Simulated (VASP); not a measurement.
Input of a VASP 6.6.1 run:

File INCAR:

```
PREC = Accurate
ENCUT = 520
EDIFF = 1E-7
ISMEAR = -1
SIGMA = 0.05
LREAL = F
LASPH = T
NELM = 150
ALGO = Normal
ISIF = 2
LWAVE = F
LCHARG = F
LNONCOLLINEAR = T
MAGMOM = 0 0 0 0 0 0
LORBIT = 11
LSORBIT = T
GGA_COMPAT = F
LORBMOM = T
LMAXMIX = 4
GGA = PS
NBANDS = 30
```

KPOINTS

```
Automatic mesh
0
Gamma
  8 8 4
```

The input POSCAR:

```
Ir
1.0
    2.7513778946      0.0000000000      0.0000000000
   -1.3756889473      2.3827631521      0.0000000000
    0.0000000000      0.0000000000      4.4622900000
Ir
2
Direct
    0.3333333333      0.6666666667      0.2500000000
    0.6666666667      0.3333333333      0.7500000000
```

Potentials or basis: VASP PAW PBE potentials, release 64 (Ir).

Launch:

```bash
$ cat potpaw_PBE.64/Ir/POTCAR > POTCAR
$ mpirun -np 1 vasp_ncl > vasp.out
```

Q: Estimate the pressure.

A: -10.2 GPa.

Q: What does it give for the net moment?

A: 0.00 μB per cell.

Stress tensor (GPa, compression positive):
```
 -9.42   0.00   0.00
  0.00  -9.42   0.00
  0.00   0.00 -11.68
```

Caveat: the PAW data sets were made with another functional, which shifts forces and pressure a little.
